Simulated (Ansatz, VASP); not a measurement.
Hf in VASP and in Ansatz

```xyz
2
Lattice="3.1967 0.0000 0.0000 -1.5983 2.7684 0.0000 0.0000 0.0000 5.8165" Properties=species:S:1:pos:R:3 pbc="T T T"
Hf    0.0000    1.8456    1.4541
Hf    1.5983    0.9228    4.3624
```

Change from the starting cell: strain +0.1500 x Voigt [0, 0, 1, 0, 0, 0], atoms carried along.

Alike in both runs: task single point; functional PBEsol; k mesh 18 × 18 × 10; occupations gaussian, width 0.15 eV; no spin polarisation.

|  | VASP | Ansatz |
| --- | --- | --- |
| version | VASP 6.6.1 | Ansatz 0.2.0 |
| potentials or method | VASP PAW PBE potentials, release 64 (Hf_pv), cutoff 520 eV | scalar-relativistic, plane waves, PAW |
| valence electrons in the cell | 20 | 52 |

```csv
,VASP,Ansatz,Ansatz less VASP
gap on the k mesh at the Fermi level (eV),none,none,-
pressure (GPa),-14.5,-14.2,+0.33
"traceless stress, the component that is largest in VASP (GPa)",-6.90,-6.95,-0.054
```

VASP's potentials were made for PBE, not for PBEsol. A gap of «none» marks a metal or a gap that the smearing closes. With one functional, cell and mesh, what is left measures potentials, basis and numerics. VASP's potentials hold 20 valence electrons a cell and Ansatz's 52, so a difference there can come from the potentials and not from the codes.

Neither program's run includes spin-orbit coupling.
